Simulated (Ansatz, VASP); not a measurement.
# Cd in VASP and in Ansatz

```xyz
2
Lattice="0.0000 2.5623 2.5623 2.5623 0.0000 2.5623 2.5623 2.5623 0.0000" Properties=species:S:1:pos:R:3 pbc="T T T"
Cd   -0.6406   -0.6406   -0.6406
Cd    0.6406    0.6406    0.6406
```

Change from the starting cell: volume scaled by 0.45, LAPW.

Alike in both runs: task single point; functional PBE; k mesh 12 × 12 × 12; occupations fermi-dirac, width 0.08 eV; no spin polarisation.

|  | VASP | Ansatz |
| --- | --- | --- |
| version | VASP 6.6.1 | Ansatz 0.2.0 |
| potentials or method | VASP PAW PBE potentials, release 64 (Cd), cutoff 520 eV | all-electron LAPW, scalar-relativistic |

```tsv
	VASP	Ansatz	Ansatz less VASP
pressure (GPa)	119.7	114.3	-5.44
```

Both programs put the cell under a high pressure, so it lies far from rest at this level. Ansatz ran all-electron here, and VASP with PAW potentials.

Noted on VASP's run: the cell as given lies far from equilibrium.
